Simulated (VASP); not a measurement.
# ScAlN2 (P-3m1) in VASP: a series of runs, part 2 of 2

VASP 6.6.1. The steps go on from the part before.

## Step 5: Single point, PBE

File INCAR:

```
SYSTEM = ScAlN2
PREC = Accurate ; ENCUT = 520
EDIFF = 1E-6 ; ISMEAR = 0
SIGMA = 0.02 ; LREAL = .False.
LASPH = .True. ; NELM = 100
ALGO = Normal ; ISIF = 2
LWAVE = .False. ; LCHARG = .True.
GGA = PE ; LELF = .True.
LVHAR = .True. ; NBANDS = 20
```

File KPOINTS:

```
Automatic mesh
0
Gamma
  12 12 6
  0 0 0
```

File POSCAR:

```
ScAlN2
1.0
    3.0098711510      0.0000000000      0.0000000000
   -1.5049355755      2.6066248789      0.0000000000
    0.0000000000      0.0000000000      5.2121557757
Sc Al N
1 1 2
Direct
    0.0000000000      0.0000000000      0.0000000000
    0.0000000000      0.0000000000      0.5000000000
    0.3333333333      0.6666666667      0.2706220835
    0.6666666667      0.3333333333      0.7293779165
```

Potentials or basis: VASP PAW PBE potentials, release 64 (Sc_sv, Al, N).

On the command line:

```console
$ cat potpaw_PBE.64/Sc_sv/POTCAR potpaw_PBE.64/Al/POTCAR potpaw_PBE.64/N/POTCAR > POTCAR
$ mpirun -np 1 vasp_std > vasp.out
```

OUTCAR:

```text
SYSTEM = ScAlN2
   PREC = Accurate
   ENCUT = 520
   EDIFF = 1E-6
   ISMEAR = 0
   LREAL = .False.
   LASPH = .True.
   NELM = 100
   ISIF = 2
   GGA = PE

 ion  position               nearest neighbor table
   1  0.000  0.000  0.000-   3 2.24   4 2.24   4 2.24   3 2.24   4 2.24   3 2.24   2 2.61   2 2.61

   2  0.000  0.000  0.500-   3 2.11   4 2.11   4 2.11   3 2.11   4 2.11   3 2.11   1 2.61   1 2.61

   3  0.333  0.667  0.271-   2 2.11   2 2.11   2 2.11   1 2.24   1 2.24   1 2.24
   4  0.667  0.333  0.729-   2 2.11   2 2.11   2 2.11   1 2.24   1 2.24   1 2.24

  LATTYP: Found a hexagonal cell.
 ALAT       =     3.0098711510
 C/A-ratio  =     1.7316873428

  Lattice vectors:

 A1 = (   3.0098711510,   0.0000000000,   0.0000000000)
 A2 = (  -1.5049355755,   2.6066248789,   0.0000000000)
 A3 = (   0.0000000000,   0.0000000000,   5.2121557757)

Analysis of symmetry for initial positions (statically):
=====================================================================
 Subroutine PRICEL returns:
 Original cell was already a primitive cell.

[... 168 lines left out ...]
  ext. energy  EPLUGINS =         0.00000000
  ---------------------------------------------------
  free energy    TOTEN  =       -31.77936924 eV

  energy without entropy =      -31.77936924  energy(sigma->0) =      -31.77936924

 E-fermi :   7.3285     XC(G=0): -11.8739

 val. band max:        7.1089506241   @ k =   0.0000   0.0000   0.0000
 cond. band min:       8.0229761976   @ k =   0.5000  -0.0000   0.5000
 fundamental gap:      0.9140255735
 Fermi energy:         7.3285182221

 k-point     1 :       0.0000    0.0000    0.0000
  band No.  band energies     occupation
      1     -41.2940      2.00000
      2     -20.1283      2.00000
      3     -19.6157      2.00000
      4     -19.6157      2.00000
      5      -8.4447      2.00000
      6      -5.9086      2.00000
[... 541 lines left out ...]
     19      15.0882      0.00000
     20      17.3519      0.00000

 [... further k-points ...]
[... 5 lines left out ...]
  --------------------------------------------------------------------------------------
  -------------------------------------------------------------------------------------
  Total        0.1140744      0.1140744      0.1454168     -0.0000000     -0.0000000      0.0000000
  in kB        4.4694574      4.4694574      5.6974614     -0.0000000     -0.0000000      0.0000000
  external PRESSURE =       4.8787920 kB  Pullay stress =       0.0000000 kB

 VOLUME and BASIS-vectors are now :
 -----------------------------------------------------------------------------
  energy-cutoff  :      520.00
  volume of cell :       40.89
      direct lattice vectors                 reciprocal lattice vectors
     3.009871151  0.000000000  0.000000000     0.332240136  0.191818932  0.000000000
    -1.504935576  2.606624879  0.000000000     0.000000000  0.383637864  0.000000000
     0.000000000  0.000000000  5.212155776     0.000000000  0.000000000  0.191859193

 POSITION                                       TOTAL-FORCE (eV/Angst)
 -----------------------------------------------------------------------------------
      0.00000      0.00000      0.00000         0.000000      0.000000      0.000000
      0.00000      0.00000      2.60608         0.000000      0.000000      0.000000
     -0.00000      1.73775      1.41052        -0.000000      0.000000      0.069689
      1.50494      0.86887      3.80163         0.000000      0.000000     -0.069689
 -----------------------------------------------------------------------------------
    total drift:                                0.000000      0.000000     -0.000000

  FREE ENERGIE OF THE ION-ELECTRON SYSTEM (eV)
  ---------------------------------------------------
  free  energy   TOTEN  =       -31.7793692415 eV

  energy  without entropy=      -31.7793692415  energy(sigma->0) =      -31.77936924
```

OSZICAR:

```text
N       E                     dE             d eps       ncg     rms          rms(c)
DAV:   1     0.203424695400E+03    0.20342E+03   -0.11194E+04  4048   0.125E+03
DAV:   2    -0.163941896876E+02   -0.21982E+03   -0.21245E+03  4188   0.373E+02
DAV:   3    -0.373392994524E+02   -0.20945E+02   -0.20084E+02  5944   0.105E+02
DAV:   4    -0.379550883456E+02   -0.61579E+00   -0.61453E+00  6000   0.184E+01
DAV:   5    -0.379608612873E+02   -0.57729E-02   -0.57701E-02  5124   0.164E+00    0.164E+01
DAV:   6    -0.319460481268E+02    0.60148E+01   -0.28359E+01  6424   0.441E+01    0.689E+00
DAV:   7    -0.318378777209E+02    0.10817E+00   -0.20008E+00  6420   0.127E+01    0.498E+00
DAV:   8    -0.317864217916E+02    0.51456E-01   -0.25868E-01  6352   0.620E+00    0.811E-01
DAV:   9    -0.317806598005E+02    0.57620E-02   -0.28458E-02  6360   0.153E+00    0.430E-01
DAV:  10    -0.317796153052E+02    0.10445E-02   -0.10420E-02  6320   0.110E+00    0.204E-01
DAV:  11    -0.317793757349E+02    0.23957E-03   -0.14512E-03  4896   0.242E-01    0.571E-02
DAV:  12    -0.317793744233E+02    0.13116E-05   -0.23173E-04  6376   0.178E-01    0.235E-02
DAV:  13    -0.317793692291E+02    0.51942E-05   -0.31531E-05  6348   0.587E-02    0.344E-03
DAV:  14    -0.317793692415E+02   -0.12431E-07   -0.96595E-07  3404   0.751E-03
   1 F= -.31779369E+02 E0= -.31779369E+02  d E =-.118469E-56
```

It took 51 s on 1 thread of Intel Xeon Platinum 8488C (Sapphire Rapids), shared host; peak memory 0.22 GiB.

What came out:

| Quantity | Value |
| --- | --- |
| Free energy | -31.7794 eV |
| Pressure | 0.5 GPa |
| Largest force | 0.070 eV/Å |
| Band gap on the k mesh | 0.91 eV, indirect (least direct gap 1.70 eV) |

Forces in eV/Å, atoms in the order of the input:
```
Sc   0.000  0.000  0.000
Al   0.000  0.000  0.000
N    0.000  0.000  0.070
N    0.000  0.000 -0.070
```

A k mesh can miss the band edges. As with any semilocal functional, this PBE gap is likely too small.

## Step 6: Relaxation of cell and atoms, PBE

File INCAR:

```
SYSTEM = ScAlN2
ALGO = Normal ; EDIFF = 1E-7
EDIFFG = -0.01 ; ENCUT = 600
GGA = PE ; IBRION = 2
ISIF = 3 ; ISMEAR = 0
LASPH = .TRUE. ; LCHARG = .FALSE.
LREAL = .FALSE. ; LWAVE = .FALSE.
NELM = 100 ; NSW = 100
PREC = Accurate ; SIGMA = 0.02
```

File KPOINTS:

```
k-points
0
G
  12 12 6
  0 0 0
```

File POSCAR:

```
ScAlN2
1.0
    3.0108227661      0.0000000000      0.0000000000
   -1.5054113830      2.6074490017      0.0000000000
    0.0000000000      0.0000000000      5.2106659249
Sc Al N
1 1 2
Direct
    0.0000000000      0.0000000000      0.0000000000
    0.0000000000      0.0000000000      0.5000000000
    0.3333333333      0.6666666667      0.2706400154
    0.6666666667      0.3333333333      0.7293599846
```

Potentials or basis: VASP PAW PBE potentials, release 64 (Sc_sv, Al, N).

On the command line:

```console
$ cat potpaw_PBE.64/Sc_sv/POTCAR potpaw_PBE.64/Al/POTCAR potpaw_PBE.64/N/POTCAR > POTCAR
$ mpirun -np 1 vasp_std > vasp.out
```

OUTCAR:

```text
SYSTEM = ScAlN2
   EDIFF = 1E-7
   EDIFFG = -0.01
   ENCUT = 600
   GGA = PE
   IBRION = 2
   ISIF = 3
   ISMEAR = 0
   LASPH = .TRUE.
   LREAL = .FALSE.
   NELM = 100
   NSW = 100
   PREC = Accurate

 ion  position               nearest neighbor table
   1  0.000  0.000  0.000-   3 2.24   4 2.24   3 2.24   4 2.24   4 2.24   3 2.24   2 2.61   2 2.61

   2  0.000  0.000  0.500-   3 2.11   4 2.11   3 2.11   4 2.11   4 2.11   3 2.11   1 2.61   1 2.61

   3  0.333  0.667  0.271-   2 2.11   2 2.11   2 2.11   1 2.24   1 2.24   1 2.24
   4  0.667  0.333  0.729-   2 2.11   2 2.11   2 2.11   1 2.24   1 2.24   1 2.24

  LATTYP: Found a hexagonal cell.
 ALAT       =     3.0108227661
 C/A-ratio  =     1.7306451856

  Lattice vectors:

 A1 = (   3.0108227661,   0.0000000000,   0.0000000000)
 A2 = (  -1.5054113830,   2.6074490017,   0.0000000000)
 A3 = (   0.0000000000,   0.0000000000,   5.2106659249)

Analysis of symmetry for initial positions (statically):
=====================================================================
 Subroutine PRICEL returns:
 Original cell was already a primitive cell.

 Routine SETGRP: Setting up the symmetry group for a
 hexagonal supercell.

 Subroutine GETGRP returns: Found 12 space group operations
 (whereof 12 operations were pure point group operations)
 out of a pool of 24 trial point group operations.

The static configuration has the point symmetry D_3d.

Analysis of symmetry for dynamics (positions and initial velocities):
=====================================================================
 Subroutine PRICEL returns:
 Original cell was already a primitive cell.

 Routine SETGRP: Setting up the symmetry group for a
 hexagonal supercell.

 Subroutine GETGRP returns: Found 12 space group operations
 (whereof 12 operations were pure point group operations)
 out of a pool of 24 trial point group operations.

The dynamic configuration has the point symmetry D_3d.

 Subroutine INISYM returns: Found 12 space group operations
 (whereof 12 operations are pure point group operations),
 and found     1 'primitive' translations

----------------------------------------------------------------------------------------

                                     Primitive cell

  volume of cell :      40.9067

  direct lattice vectors                    reciprocal lattice vectors
     3.010822766  0.000000000  0.000000000     0.332135126  0.191758305  0.000000000
    -1.505411383  2.607449002  0.000000000     0.000000000  0.383516609  0.000000000
     0.000000000  0.000000000  5.210665925     0.000000000  0.000000000  0.191914050

  length of vectors
     3.010822766  3.010822766  5.210665925     0.383516609  0.383516609  0.191914050

  position of ions in fractional coordinates (direct lattice)
     0.000000000  0.000000000  0.000000000
     0.000000000  0.000000000  0.500000000
     0.333333333  0.666666667  0.270640015
     0.666666667  0.333333333  0.729359985

  ion indices of the primitive-cell ions
   primitive index   ion index
                 1           1
                 2           2
                 3           3
                 4           4

[... 29 lines left out ...]
  0.083333 -0.000000  0.000000      6.000000
  0.166667 -0.000000  0.000000      6.000000
  0.250000 -0.000000  0.000000      6.000000
  0.333333 -0.000000  0.000000      6.000000
  0.416667 -0.000000  0.000000      6.000000
[... 16 lines left out ...]
  0.166667 -0.000000  0.166667      6.000000
  0.000000  0.166667  0.166667      6.000000
 [... further k-points ...]
   k-points           NKPTS =    100   k-points in BZ     NKDIM =    100   number of bands    NBANDS=     16
   number of dos      NEDOS =    301   number of ions     NIONS =      4
   total plane-waves  NPLWV =  24192
   dimension x,y,z NGX =    24 NGY =   24 NGZ =   42
   dimension x,y,z NGXF=    48 NGYF=   48 NGZF=   84
   ions per type =               1   1   2
   NGX,Y,Z   is equivalent  to a cutoff of  13.25, 13.25, 13.40 a.u.
   NGXF,Y,Z  is equivalent  to a cutoff of  26.50, 26.50, 26.80 a.u.
 SYSTEM =  ScAlN2
   PREC   = accura    normal or accurate (medium, high low for compatibility)
   ISTART =      0    job   : 0-new  1-cont  2-samecut
   ICHARG =      2    charge: 1-file 2-atom 10-const
   ISPIN  =      1    spin polarized calculation?
   LNONCOLLINEAR =      F non collinear calculations
   LSORBIT =      F    spin-orbit coupling
   LASPH  =      T    aspherical Exc in radial PAW
   ENCUT  =  600.0 eV  44.10 Ry    6.64 a.u.   6.01  6.01 10.41*2*pi/ulx,y,z
   NELM   =    100;   NELMIN=  2; NELMDL= -5     # of ELM steps
   EDIFF  = 0.1E-06   stopping-criterion for ELM
   LREAL  =      F    real-space projection
   EDIFFG = -.1E-01   stopping-criterion for IOM
   NSW    =    100    number of steps for IOM
   IBRION =      2    ionic relax: 0-MD 1-quasi-New 2-CG
   NFREE  =      1    steps in history (QN), initial steepest desc. (CG)
   ISIF   =      3    stress and relaxation
   ISYM   =      2    0-nonsym 1-usesym 2-fastsym
   POTIM  = 0.5000    time-step for ionic-motion
   TEBEG  =    0.0;   TEEND  =   0.0 temperature during run
   PSTRESS=    0.0 pullay stress
   NELECT =      24.0000    total number of electrons
   NUPDOWN=      -1.0000    fix difference up-down
   EMIN   =  10.00;   EMAX   =-10.00  energy-range for DOS
   EFERMI =   0.00;   METHOD = LEGACY
   ISMEAR =     0;   SIGMA  =   0.02  broadening in eV -4-tet -1-fermi 0-gaus
   EFERMI_NEDOS =   21; number of points for ismear=-14 and -15
   IALGO  =     38    algorithm
   IMIX   =      4    mixing-type and parameters
     AMIX     =   0.40;   BMIX     =  1.00
     AMIX_MAG =   1.60;   BMIX_MAG =  1.00
  volume/ion in A,a.u.               =      10.23        69.01
  Fermi-wavevector in a.u.,A,eV,Ry     =   1.370505  2.589878 25.555590  1.878283
  Thomas-Fermi vector in A             =   2.496285
   LORBIT       =      0    0 simple, 1 ext, 2 COOP (PROOUT), +10 PAW based schemes
   GGA     = PE    functional components
   LHFCALC =     F    Hartree Fock is set to
   AEXX    =    0.0000 exact exchange contribution
   IVDW    =     0    specifies the selected vdW correction
   LEPSILON=     F    determine dielectric tensor
   LRPA    =     F    only Hartree local field effects (RPA)
 conjugate gradient relaxation of ions
 non-spin polarized calculation
 Gauss-broadening in eV      SIGMA  =   0.02
  energy-cutoff  :      600.00
  volume of cell :       40.91
 maximum number of plane-waves:      1392
   NGX = 13   NGY = 13   NGZ = 21

--------------------------------------- Ionic step        1  -------------------------------------------

 number of electron      24.0000000 magnetization

 Free energy of the ion-electron system (eV)
  ---------------------------------------------------
  ext. energy  EPLUGINS =         0.00000000
  ---------------------------------------------------
  free energy    TOTEN  =       -31.78315835 eV

  energy without entropy =      -31.78315835  energy(sigma->0) =      -31.78315835

------------------------ aborting loop because EDIFF is reached ----------------------------------------

  FORCE on cell =-STRESS in cart. coord.  units (eV):
  Direction    XX          YY          ZZ          XY          YZ          ZX
  --------------------------------------------------------------------------------------
  -------------------------------------------------------------------------------------
  Total        0.0375484      0.0375484      0.1642282      0.0000000     -0.0000000      0.0000000
  in kB        1.4706441      1.4706441      6.4322689      0.0000000     -0.0000000      0.0000000
  external PRESSURE =       3.1245190 kB  Pullay stress =       0.0000000 kB
[... 101 lines left out ...]
--------------------------------------- Ionic step        4  -------------------------------------------

 number of electron      24.0000001 magnetization

 Free energy of the ion-electron system (eV)
  ---------------------------------------------------
  ext. energy  EPLUGINS =         0.00000000
  ---------------------------------------------------
  free energy    TOTEN  =       -31.78343332 eV

  energy without entropy =      -31.78343332  energy(sigma->0) =      -31.78343332

 E-fermi :   7.1924     XC(G=0): -11.8673

 val. band max:        7.0949590176   @ k =   0.0000   0.0000   0.0000
 cond. band min:       7.9978886346   @ k =   0.5000  -0.0000   0.5000
 fundamental gap:      0.9029296170
 Fermi energy:         7.1924367539

 k-point     1 :       0.0000    0.0000    0.0000
  band No.  band energies     occupation
      1     -41.3248      2.00000
      2     -20.1548      2.00000
      3     -19.6480      2.00000
      4     -19.6480      2.00000
      5      -8.4558      2.00000
      6      -5.9207      2.00000
[... 433 lines left out ...]
      3     -19.8445      2.00000
      4     -19.6884      2.00000
      5      -7.9361      2.00000
      6      -5.9884      2.00000
[... 8 lines left out ...]
     15      10.8107      0.00000
     16      12.0494      0.00000

 [... further k-points ...]
[... 5 lines left out ...]
  --------------------------------------------------------------------------------------
  -------------------------------------------------------------------------------------
  Total        0.0006220      0.0006220      0.0188498      0.0000000      0.0000000     -0.0000000
  in kB        0.0243383      0.0243383      0.7375260      0.0000000      0.0000000     -0.0000000
  external PRESSURE =       0.2620675 kB  Pullay stress =       0.0000000 kB
[... 19 lines left out ...]
  FREE ENERGIE OF THE ION-ELECTRON SYSTEM (eV)
  ---------------------------------------------------
  free  energy   TOTEN  =       -31.7834333199 eV

  energy  without entropy=      -31.7834333199  energy(sigma->0) =      -31.78343332

 reached required accuracy - stopping structural energy minimisation
```

CONTCAR:

```text
ScAlN2
   1.00000000000000
     3.0111560840356724    0.0000000000000064    0.0000000000000000
    -1.5055780419678251    2.6077376634998148   -0.0000000000000000
     0.0000000000000000   -0.0000000000000000    5.2148577548545401
  Sc              Al              N
     1     1     2
Direct
     0.0000000000000000    0.0000000000000000    0.0000000000000000
     0.0000000000000000    0.0000000000000000    0.5000000000000000
     0.3333333332999970    0.6666666667000030    0.2712773070346617
     0.6666666667000030    0.3333333332999970    0.7287226929653382

  0.00000000E+00  0.00000000E+00  0.00000000E+00
  0.00000000E+00  0.00000000E+00  0.00000000E+00
  0.00000000E+00  0.00000000E+00  0.00000000E+00
  0.00000000E+00  0.00000000E+00  0.00000000E+00
```

Run time: 2.1 min. Hardware: 1 thread of Intel Xeon Platinum 8488C (Sapphire Rapids), shared host; peak memory 0.23 GiB.

What came out:

```
Free energy                            : -31.7834 eV
Relaxed volume                         : 10.24 Å³/atom
Relaxed cell                           : a = 3.011 Å, b = 3.011 Å, c = 5.215 Å, α = 90.00°, β = 90.00°, γ = 120.00°
Space group after relaxing (to 0.05 Å) : P-3m1 (No. 164)
Energy gained by relaxing              : 0.1 meV/atom
Ionic steps                            : 4
Pressure after relaxing                : 0.0 GPa
Largest force after relaxing           : 0.006 eV/Å
Band gap on the k mesh                 : 0.90 eV, indirect (least direct gap 1.69 eV)
```

Forces on the atoms (eV/Å):
```
Sc   0.000  0.000  0.000
Al   0.000  0.000  0.000
N    0.000  0.000 -0.006
N    0.000  0.000  0.006
```

The path:
| step | energy change (eV) | largest force (eV/Å) | pressure (GPa) | volume (Å³) |
| --- | --- | --- | --- | --- |
| 1 | 0.0000 | 0.0661 | 0.31 | 40.91 |
| 2 | -0.0002 | 0.0060 | -0.38 | 41.02 |
| 3 | -0.0002 | 0.0204 | -0.13 | 40.98 |
| 4 | -0.0003 | 0.0062 | 0.03 | 40.95 |

Final structure:
```
Sc Al N
1.0
     3.01116    0.00000    0.00000
    -1.50558    2.60774    0.00000
     0.00000    0.00000    5.21486
Sc Al N
1 1 2
Direct
  0.00000 0.00000 0.00000
  0.00000 0.00000 0.50000
  0.33333 0.66667 0.27128
  0.66667 0.33333 0.72872
```

Levels at points of the mesh, in eV from the valence-band top:
```tsv
k point	band 8	band 9	band 10	band 11	band 12	band 13	band 14	band 15	band 16
(0.00, 0.00, 0.00)	-1.70	-1.70	-0.33	0.00	0.00	1.77	3.30	3.30	4.98
(0.50, 0.00, 0.00)	-4.41	-2.89	-2.62	-1.91	-1.76	0.91	4.97	5.37	6.22
(0.00, 0.00, 0.50)	-3.43	-1.42	-1.42	-0.47	-0.47	2.57	3.23	3.23	5.72
(0.50, 0.00, 0.50)	-5.70	-3.38	-2.62	-1.17	-0.79	0.90	5.03	5.34	5.67
```

## Step 7: The runs side by side

| task | cell | k mesh | cutoff (eV) | smearing | gap on the mesh (eV) | pressure (GPa) | relaxed volume (Å³/atom) | largest force (eV/Å) |
| --- | --- | --- | --- | --- | --- | --- | --- | --- |
| single point | a = 3.011, b = 3.011, c = 5.211 Å, angles 90.0, 90.0, 120.0°, 4 atoms | 6 × 6 × 4 | 520 | gaussian 0.1 eV | 0.91 | 0.5 | - | 0.06 |
| single point | a = 3.079, b = 3.079, c = 5.590 Å, angles 90.0, 90.0, 120.0°, 4 atoms | 6 × 6 × 4 | 520 | gaussian 0.1 eV | 1.09 | -12.7 | - | 2.89 |
| relaxation of cell and atoms | relaxed from a = 3.079, b = 3.079, c = 5.590 Å, angles 90.0, 90.0, 120.0°, 4 atoms | 6 × 6 × 4 | 600 | gaussian 0.1 eV | 0.90 | -0.2 | 10.25 | 0.01 |
| single point | a = 3.010, b = 3.010, c = 5.212 Å, angles 90.0, 90.0, 120.0°, 4 atoms | 12 × 12 × 6 | 520 | gaussian 0.02 eV | 0.91 | 0.5 | - | 0.07 |
| relaxation of cell and atoms | relaxed from a = 3.011, b = 3.011, c = 5.211 Å, angles 90.0, 90.0, 120.0°, 4 atoms | 12 × 12 × 6 | 600 | gaussian 0.02 eV | 0.90 | 0.0 | 10.24 | 0.01 |

Alike in all rows: level PBE; potentials or basis VASP PAW PBE potentials, release 64 (Sc_sv, Al, N); no spin polarisation.

Caveats: forces of over 1 eV/Å act on the atoms, so gaps and moduli don't describe the material at rest (some runs).

Absolute energies hang on the potentials; compare differences alone.
